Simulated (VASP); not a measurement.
LiBr:

```xyz
2
Lattice="0.0000 2.7395 2.7395 2.7395 0.0000 2.7395 2.7395 2.7395 0.0000" Properties=species:S:1:pos:R:3 pbc="T T T"
Li    0.0000    0.0000    0.0000
Br    2.7395    2.7395    2.7395
```

Base run:

```yaml
Program: VASP 6.6.1
Functional: PBE
Potentials_or_basis: VASP PAW PBE potentials, release 64 (Li_sv, Br)
Cutoff: 750 eV
k_mesh: 6 × 6 × 6
Occupations: gaussian, width 0.01 eV
Spin: no spin polarisation
```

Its results: band gap on the k mesh 4.99 eV; pressure 0.4 GPa.

Task: The run is repeated on the same cell with these changes: functional from PBE to PBEsol; k mesh from 6 × 6 × 6 to 4 × 4 × 4. What comes out?

Result: Band gap on the k mesh 4.81 eV; pressure -0.9 GPa.

Several settings changed at once.

Caveats: some runs use coarse meshes; the PAW data sets were made with another functional, which shifts forces and pressure a little (at least some runs).

